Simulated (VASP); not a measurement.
# Os (P6_3/mmc) in VASP: further runs

The runs below take Os through single point, with PBE.

Everything below comes from runs of VASP 6.6.1. Logs are shortened: lines on timing, memory, paths and dates and some standing lists are left out, and cuts for length are marked.

## (1) The cell of the first run

It takes space group P6_3/mmc (No. 194, hexagonal). Conventional cell: a = 2.756 Å, b = 2.756 Å, c = 4.343 Å, α = 90.00°, β = 90.00°, γ = 120.00°. Within 3.5 Å of Os (site symmetry -6m2) lie 12 Os at 2.69 to 2.76 Å.

## (2) Single point, PBE

Contents of INCAR:

```
PREC = Accurate ; ENCUT = 520
EDIFF = 1E-7 ; ISMEAR = -1
SIGMA = 0.1 ; LREAL = F
LASPH = T ; NELM = 80
ALGO = Normal ; ISIF = 2
LWAVE = F ; LCHARG = F
GGA = PE ; NBANDS = 15
```

Contents of KPOINTS:

```
Automatic mesh
0
Gamma
  2 2 1
```

Contents of POSCAR:

```
Os
1.0
    2.7559294133      0.0000000000      0.0000000000
   -1.3779647066      2.3867048830      0.0000000000
    0.0000000000      0.0000000000      4.3426533301
Os
2
Direct
    0.3333333333      0.6666666667      0.2500000000
    0.6666666667      0.3333333333      0.7500000000
```

Potentials or basis: VASP PAW PBE potentials, release 64 (Os).

On the command line:

```console
> cat potpaw_PBE.64/Os/POTCAR > POTCAR
> mpirun -np 1 vasp_std > vasp.out
```

OUTCAR:

```text
PREC = Accurate
   ENCUT = 520
   EDIFF = 1E-7
   ISMEAR = -1
   LREAL = F
   LASPH = T
   NELM = 80
   ISIF = 2
   GGA = PE

 ion  position               nearest neighbor table
   1  0.333  0.667  0.250-   2 2.69   2 2.69   2 2.69   2 2.69   2 2.69   2 2.69
   2  0.667  0.333  0.750-   1 2.69   1 2.69   1 2.69   1 2.69   1 2.69   1 2.69

  LATTYP: Found a hexagonal cell.
 ALAT       =     2.7559294133
 C/A-ratio  =     1.5757491136

  Lattice vectors:

 A1 = (   2.7559294133,   0.0000000000,   0.0000000000)
 A2 = (  -1.3779647066,   2.3867048830,   0.0000000000)
 A3 = (   0.0000000000,   0.0000000000,   4.3426533301)

Analysis of symmetry for initial positions (statically):
=====================================================================
 Subroutine PRICEL returns:
 Original cell was already a primitive cell.

 Routine SETGRP: Setting up the symmetry group for a
 hexagonal supercell.

 Subroutine GETGRP returns: Found 24 space group operations
 (whereof 12 operations were pure point group operations)
 out of a pool of 24 trial point group operations.

The static configuration has the point symmetry D_3d.
 The point group associated with its full space group is D_6h.

Analysis of symmetry for dynamics (positions and initial velocities):
=====================================================================
 Subroutine PRICEL returns:
 Original cell was already a primitive cell.

 Routine SETGRP: Setting up the symmetry group for a
 hexagonal supercell.

 Subroutine GETGRP returns: Found 24 space group operations
 (whereof 12 operations were pure point group operations)
 out of a pool of 24 trial point group operations.

The dynamic configuration has the point symmetry D_3d.
 The point group associated with its full space group is D_6h.

 Subroutine INISYM returns: Found 24 space group operations
 (whereof 12 operations are pure point group operations),
 and found     1 'primitive' translations

----------------------------------------------------------------------------------------

                                     Primitive cell

  volume of cell :      28.5642

  direct lattice vectors                    reciprocal lattice vectors
     2.755929413  0.000000000  0.000000000     0.362853996  0.209493852  0.000000000
    -1.377964707  2.386704883  0.000000000     0.000000000  0.418987704  0.000000000
     0.000000000  0.000000000  4.342653330     0.000000000  0.000000000  0.230273965

  length of vectors
     2.755929413  2.755929413  4.342653330     0.418987704  0.418987704  0.230273965

  position of ions in fractional coordinates (direct lattice)
     0.333333333  0.666666667  0.250000000
     0.666666667  0.333333333  0.750000000

  ion indices of the primitive-cell ions
   primitive index   ion index
                 1           1
                 2           2

----------------------------------------------------------------------------------------

 KPOINTS: Automatic mesh

Automatic generation of k-mesh.
 Grid dimensions read from file:
 generate k-points for:    2    2    1

 Generating k-lattice:

  Cartesian coordinates                     Fractional coordinates (reciprocal lattice)
     0.181426998  0.104746926  0.000000000     0.500000000  0.000000000  0.000000000
     0.000000000  0.209493852  0.000000000     0.000000000  0.500000000  0.000000000
     0.000000000  0.000000000  0.230273965     0.000000000  0.000000000  1.000000000

  Length of vectors
     0.209493852  0.209493852  0.230273965

  Shift w.r.t. Gamma in fractional coordinates (k-lattice)
     0.000000000  0.000000000  0.000000000

 Subroutine IBZKPT returns following result:
 ===========================================

 Found      2 irreducible k-points:

 Following reciprocal coordinates:
            Coordinates               Weight
  0.000000  0.000000  0.000000      1.000000
  0.500000  0.000000  0.000000      3.000000
   k-points           NKPTS =      2   k-points in BZ     NKDIM =      2   number of bands    NBANDS=     15
   number of dos      NEDOS =    301   number of ions     NIONS =      2
   total plane-waves  NPLWV =  12800
   dimension x,y,z NGX =    20 NGY =   20 NGZ =   32
   dimension x,y,z NGXF=    40 NGYF=   40 NGZF=   64
   ions per type =               2
   NGX,Y,Z   is equivalent  to a cutoff of  12.06, 12.06, 12.25 a.u.
   NGXF,Y,Z  is equivalent  to a cutoff of  24.13, 24.13, 24.50 a.u.
 SYSTEM =  unknown system
   PREC   = accura    normal or accurate (medium, high low for compatibility)
   ISTART =      0    job   : 0-new  1-cont  2-samecut
   ICHARG =      2    charge: 1-file 2-atom 10-const
   ISPIN  =      1    spin polarized calculation?
   LNONCOLLINEAR =      F non collinear calculations
   LSORBIT =      F    spin-orbit coupling
   LASPH  =      T    aspherical Exc in radial PAW
   ENCUT  =  520.0 eV  38.22 Ry    6.18 a.u.   5.12  5.12  8.07*2*pi/ulx,y,z
   NELM   =     80;   NELMIN=  2; NELMDL= -5     # of ELM steps
   EDIFF  = 0.1E-06   stopping-criterion for ELM
   LREAL  =      F    real-space projection
   EDIFFG = 0.1E-05   stopping-criterion for IOM
   NSW    =      0    number of steps for IOM
   IBRION =     -1    ionic relax: 0-MD 1-quasi-New 2-CG
   NFREE  =      0    steps in history (QN), initial steepest desc. (CG)
   ISIF   =      2    stress and relaxation
   ISYM   =      2    0-nonsym 1-usesym 2-fastsym
   POTIM  = 0.5000    time-step for ionic-motion
   TEBEG  =    0.0;   TEEND  =   0.0 temperature during run
   PSTRESS=    0.0 pullay stress
   NELECT =      16.0000    total number of electrons
   NUPDOWN=      -1.0000    fix difference up-down
   EMIN   =  10.00;   EMAX   =-10.00  energy-range for DOS
   EFERMI =   0.00;   METHOD = LEGACY
   ISMEAR =    -1;   SIGMA  =   0.10  broadening in eV -4-tet -1-fermi 0-gaus
   EFERMI_NEDOS =   21; number of points for ismear=-14 and -15
   IALGO  =     38    algorithm
   IMIX   =      4    mixing-type and parameters
     AMIX     =   0.40;   BMIX     =  1.00
     AMIX_MAG =   1.60;   BMIX_MAG =  1.00
  volume/ion in A,a.u.               =      14.28        96.38
  Fermi-wavevector in a.u.,A,eV,Ry     =   1.349504  2.550193 24.778399  1.821161
  Thomas-Fermi vector in A             =   2.477085
   LORBIT       =      0    0 simple, 1 ext, 2 COOP (PROOUT), +10 PAW based schemes
   GGA     = PE    functional components
   LHFCALC =     F    Hartree Fock is set to
   AEXX    =    0.0000 exact exchange contribution
   IVDW    =     0    specifies the selected vdW correction
   LEPSILON=     F    determine dielectric tensor
   LRPA    =     F    only Hartree local field effects (RPA)
 non-spin polarized calculation
  energy-cutoff  :      520.00
  volume of cell :       28.56
 maximum number of plane-waves:       762
   NGX = 11   NGY = 11   NGZ = 17

 number of electron      15.9999999 magnetization

 Free energy of the ion-electron system (eV)
  ---------------------------------------------------
  ext. energy  EPLUGINS =         0.00000000
  ---------------------------------------------------
  free energy    TOTEN  =       -21.67886989 eV

  energy without entropy =      -21.55712733  energy(sigma->0) =      -21.61799861

 E-fermi :  10.7644     XC(G=0): -13.9380

 val. band max:        9.4151549730   @ k =   0.0000   0.0000   0.0000
 cond. band min:      10.8682201326   @ k =   0.5000   0.0000   0.0000
 fundamental gap:      1.4530651596
 Fermi energy:        10.7643631192

 k-point     1 :       0.0000    0.0000    0.0000
  band No.  band energies     occupation
      1      -1.5962      2.00000
      2       1.4459      2.00000
      3       5.9547      2.00000
      4       5.9547      2.00000
      5       6.6664      2.00000
      6       6.7557      2.00000
      7       6.7557      2.00000
      8       7.8330      2.00000
      9       7.8330      2.00000
     10       9.4152      2.00000
     11      10.9784      0.21056
     12      10.9784      0.21056
     13      18.2348      0.00000
     14      22.9821      0.00000
     15      25.9812      0.00000

 k-point     2 :       0.5000    0.0000    0.0000
  band No.  band energies     occupation
      1       1.9673      2.00000
      2       2.2255      2.00000
      3       3.0696      2.00000
      4       5.9012      2.00000
      5       6.4097      2.00000
      6       6.8536      2.00000
      7       7.4497      2.00000
      8      10.8682      0.52285
      9      11.4010      0.00343
     10      11.9665      0.00001
     11      13.3995      0.00000
     12      14.5813      0.00000
     13      18.1471      0.00000
     14      20.8077      0.00000
     15      21.0886      0.00000

------------------------ aborting loop because EDIFF is reached ----------------------------------------

  FORCE on cell =-STRESS in cart. coord.  units (eV):
  Direction    XX          YY          ZZ          XY          YZ          ZX
  --------------------------------------------------------------------------------------
  -------------------------------------------------------------------------------------
  Total       -2.4029082     -2.4029082      8.2605443     -0.0000000      0.0000000      0.0000000
  in kB     -134.7801063   -134.7801063    463.3373132     -0.0000000      0.0000000      0.0000000
  external PRESSURE =      64.5923668 kB  Pullay stress =       0.0000000 kB

 VOLUME and BASIS-vectors are now :
 -----------------------------------------------------------------------------
  energy-cutoff  :      520.00
  volume of cell :       28.56
      direct lattice vectors                 reciprocal lattice vectors
     2.755929413  0.000000000  0.000000000     0.362853996  0.209493852  0.000000000
    -1.377964707  2.386704883  0.000000000     0.000000000  0.418987704  0.000000000
     0.000000000  0.000000000  4.342653330     0.000000000  0.000000000  0.230273965

 POSITION                                       TOTAL-FORCE (eV/Angst)
 -----------------------------------------------------------------------------------
     -0.00000      1.59114      1.08566         0.000000     -0.000000      0.000000
      1.37796      0.79557      3.25699         0.000000      0.000000      0.000000
 -----------------------------------------------------------------------------------
    total drift:                               -0.000000      0.000000     -0.000000

  FREE ENERGIE OF THE ION-ELECTRON SYSTEM (eV)
  ---------------------------------------------------
  free  energy   TOTEN  =       -21.6788698949 eV

  energy  without entropy=      -21.5571273313  energy(sigma->0) =      -21.61799861
```

It took 2.3 s on 1 thread of Intel Xeon 6975P-C (Granite Rapids), shared host; peak memory 0.12 GiB.

What came out:

```yaml
Free_energy: -21.6789 eV
Pressure: 6.5 GPa
Band_gap_on_the_k_mesh: zero (band 8 reaches 10.87 eV, above the bottom of band 9 at 7.83 eV)
```

Levels at points of the mesh, in eV from the Fermi level:
```
           k point  band 5  band 6  band 7  band 8  band 9  band 10  band 11  band 12
(0.00, 0.00, 0.00)   -4.10   -4.01   -4.01   -2.93   -2.93    -1.35     0.21     0.21
(0.50, 0.00, 0.00)   -4.35   -3.91   -3.31    0.10    0.64     1.20     2.64     3.82
```

Caveat: the k points lie up to 1.45 Å⁻¹ apart; spin-orbit coupling is left out, which moves the levels of the heavy elements.

## (3) Single point, PBE

Contents of INCAR:

```
PREC = Accurate ; ENCUT = 520
EDIFF = 1E-6 ; ISMEAR = -1
SIGMA = 0.1 ; LREAL = False
LASPH = True ; NELM = 60
ALGO = Normal ; ISIF = 2
LWAVE = False ; LCHARG = False
GGA = PE ; NBANDS = 15
```

Contents of KPOINTS:

```
regular mesh
0
Gamma
  3 3 2
```

POSCAR is that of step 2.

Potentials or basis: VASP PAW PBE potentials, release 64 (Os).

On the command line:

```console
> cat potpaw_PBE.64/Os/POTCAR > POTCAR
> mpirun -np 1 vasp_std > vasp.out
```

OUTCAR:

```text
PREC = Accurate
   ENCUT = 520
   EDIFF = 1E-6
   ISMEAR = -1
   LREAL = False
   LASPH = True
   NELM = 60
   ISIF = 2
   GGA = PE

 ion  position               nearest neighbor table
   1  0.333  0.667  0.250-   2 2.69   2 2.69   2 2.69   2 2.69   2 2.69   2 2.69
   2  0.667  0.333  0.750-   1 2.69   1 2.69   1 2.69   1 2.69   1 2.69   1 2.69

  LATTYP: Found a hexagonal cell.
 ALAT       =     2.7559294133
 C/A-ratio  =     1.5757491136

  Lattice vectors:

[... 273 lines left out ...]
     15      20.2624      0.00000

------------------------ aborting loop because EDIFF is reached ----------------------------------------

  FORCE on cell =-STRESS in cart. coord.  units (eV):
  Direction    XX          YY          ZZ          XY          YZ          ZX
  --------------------------------------------------------------------------------------
  -------------------------------------------------------------------------------------
  Total        4.1899804      4.1899804     -3.5568389      0.0000000      0.0000000      0.0000000
  in kB      235.0177155    235.0177155   -199.5045484      0.0000000      0.0000000      0.0000000
  external PRESSURE =      90.1769609 kB  Pullay stress =       0.0000000 kB

 VOLUME and BASIS-vectors are now :
 -----------------------------------------------------------------------------
  energy-cutoff  :      520.00
  volume of cell :       28.56
      direct lattice vectors                 reciprocal lattice vectors
     2.755929413  0.000000000  0.000000000     0.362853996  0.209493852  0.000000000
    -1.377964707  2.386704883  0.000000000     0.000000000  0.418987704  0.000000000
     0.000000000  0.000000000  4.342653330     0.000000000  0.000000000  0.230273965

 POSITION                                       TOTAL-FORCE (eV/Angst)
 -----------------------------------------------------------------------------------
     -0.00000      1.59114      1.08566        -0.000000      0.000000      0.000000
      1.37796      0.79557      3.25699         0.000000     -0.000000      0.000000
 -----------------------------------------------------------------------------------
    total drift:                               -0.000000      0.000000     -0.000000

  FREE ENERGIE OF THE ION-ELECTRON SYSTEM (eV)
  ---------------------------------------------------
  free  energy   TOTEN  =       -21.5959618458 eV

  energy  without entropy=      -21.5154679897  energy(sigma->0) =      -21.55571492
```

OSZICAR:

```text
N       E                     dE             d eps       ncg     rms          rms(c)
DAV:   1     0.107440703764E+03    0.10744E+03   -0.78094E+03   180   0.106E+03
DAV:   2    -0.180280618367E+02   -0.12547E+03   -0.10928E+03   187   0.329E+02
DAV:   3    -0.230332154911E+02   -0.50052E+01   -0.48223E+01   208   0.583E+01
DAV:   4    -0.230721780529E+02   -0.38963E-01   -0.38703E-01   236   0.515E+00
DAV:   5    -0.230725802113E+02   -0.40216E-03   -0.40214E-03   208   0.431E-01    0.229E+01
DAV:   6    -0.219490852969E+02    0.11235E+01   -0.93523E-01   236   0.820E+00    0.104E+01
DAV:   7    -0.216050000513E+02    0.34409E+00   -0.67936E-01   222   0.685E+00    0.543E-01
DAV:   8    -0.215984606927E+02    0.65394E-02   -0.59509E-03   180   0.522E-01    0.294E-01
DAV:   9    -0.215959585625E+02    0.25021E-02   -0.13228E-03   215   0.371E-01    0.555E-02
DAV:  10    -0.215959783214E+02   -0.19759E-04   -0.61455E-05   215   0.684E-02    0.138E-02
DAV:  11    -0.215959621320E+02    0.16189E-04   -0.31907E-06   208   0.199E-02    0.775E-04
DAV:  12    -0.215959618458E+02    0.28623E-06   -0.44797E-08   111   0.195E-03
   1 F= -.21595962E+02 E0= -.21555715E+02  d E =-.804939E-01
```

stdout:

```text
POSCAR found type information on POSCAR Os
 POSCAR found :  1 types and       2 ions
 scaLAPACK will be used
 LDA part: xc-table for (Slater+PW92), standard interpolation
 POSCAR, INCAR and KPOINTS ok, starting setup
 FFT: planning ... GRIDC
 FFT: planning ... GRID_SOFT
 FFT: planning ... GRID
 WAVECAR not read
 entering main loop
```

It took 2.5 s on 1 thread of Intel Xeon 6975P-C (Granite Rapids), shared host; peak memory 0.13 GiB.

What came out:

| Property | Result |
| --- | --- |
| Free energy | -21.5960 eV |
| Pressure | 9.0 GPa |
| Band gap on the k mesh | zero (band 8 reaches 10.57 eV, above the bottom of band 9 at 7.59 eV) |

Levels at points of the mesh, in eV from the Fermi level:
| k point | band 5 | band 6 | band 7 | band 8 | band 9 | band 10 | band 11 | band 12 |
| --- | --- | --- | --- | --- | --- | --- | --- | --- |
| (0.00, 0.00, 0.00) | -3.19 | -2.62 | -2.62 | -2.03 | -2.03 | -0.41 | 1.14 | 1.14 |
| (0.00, 0.00, 0.50) | -3.64 | -3.64 | -3.64 | -3.64 | 0.37 | 0.37 | 0.37 | 0.37 |

Caveat: the k points lie up to 0.88 Å⁻¹ apart; spin-orbit coupling is left out, which moves the levels of the heavy elements.

(Continued in part 2 of 2.)
